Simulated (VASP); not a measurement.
Wanted: the native input for a VASP 6.6.1 run.

```yaml
Task: single point
Functional: PBE
Potentials_or_basis: VASP PAW PBE potentials, release 64 (B, N)
Cutoff: 600 eV
k_mesh: 10 × 10 × 10
Occupations: gaussian, width 0.05 eV
Spin: no spin polarisation
Dipole_correction: no
Further_INCAR_settings: ALGO = Normal; EDIFF = 1e-06; NBANDS = 11
```

The structure of BN (Qingsongite) lies in POSCAR:

```
BN
1.0
    0.0000000000      1.7690308154      1.8869662030
    1.7690308154      0.0000000000      1.8869662030
    1.7690308154      1.7690308154      0.0000000000
B N
1 1
Direct
    0.0000000000      0.0000000000      0.0000000000
    0.2500000000      0.2500000000      0.2500000000
```

The input as run:

INCAR

```
SYSTEM = BN
  ALGO = Normal
  EDIFF = 1E-6
  ENCUT = 600
  GGA = PE
  GGA_COMPAT = .FALSE.
  ISIF = 2
  ISMEAR = 0
  LASPH = .TRUE.
  LCHARG = .TRUE.
  LELF = .TRUE.
  LREAL = .FALSE.
  LVHAR = .TRUE.
  LWAVE = .FALSE.
  NBANDS = 11
  NELM = 120
  PREC = Accurate
  SIGMA = 0.05
```

KPOINTS

```
k-points
0
G
  10 10 10
  0 0 0
```

Potentials or basis: VASP PAW PBE potentials, release 64 (B, N).

Launch:

```console
$ cat potpaw_PBE.64/B/POTCAR potpaw_PBE.64/N/POTCAR > POTCAR
$ mpirun -np 1 vasp_std > vasp.out
```

It gave:

```json
{
 "Pressure": "3.0 GPa",
 "Band gap on the k mesh": "3.88 eV, indirect (least direct gap 8.47 eV)"
}
```

It took 19 s on 1 thread of Intel Xeon 8259CL, on a shared host, peak memory 0.13 GiB.
